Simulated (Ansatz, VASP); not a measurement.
# Two plane-wave programs on WC

```
CELL_PARAMETERS angstrom
2.92177 0.00000 0.00000
-1.46089 2.53033 0.00000
0.00000 0.00000 2.84708
ATOMIC_POSITIONS crystal
W 0.00000 0.00000 0.00000
C 0.66667 0.33333 0.50000
```

Alike in both runs: functional PBE; k mesh 18 × 18 × 14; occupations gaussian, width 0.1 eV; no spin polarisation.

Ansatz relaxed the structure, and its values are those at the end. VASP's run is a single point on that final structure, the one shown.

|  | VASP | Ansatz |
| --- | --- | --- |
| version | VASP 6.6.1 | Ansatz 0.2.0 |
| potentials or method | VASP PAW PBE potentials, release 64 (W_sv, C_h), cutoff 1300 eV | scalar-relativistic, plane waves, PAW |
| valence electrons in the cell | 18 | 18 |

Ansatz gave:

| Quantity | Value |
| --- | --- |
| gap on the k mesh at the Fermi level (eV) | none |
| pressure (GPa) | 0.0 |

**Question.** Estimate VASP's values.

**Answer.** gap on the k mesh at the Fermi level (eV): none; pressure (GPa): 1.0.

A gap of «none» marks a metal or a gap that the smearing closes.

Spin-orbit coupling is off throughout.
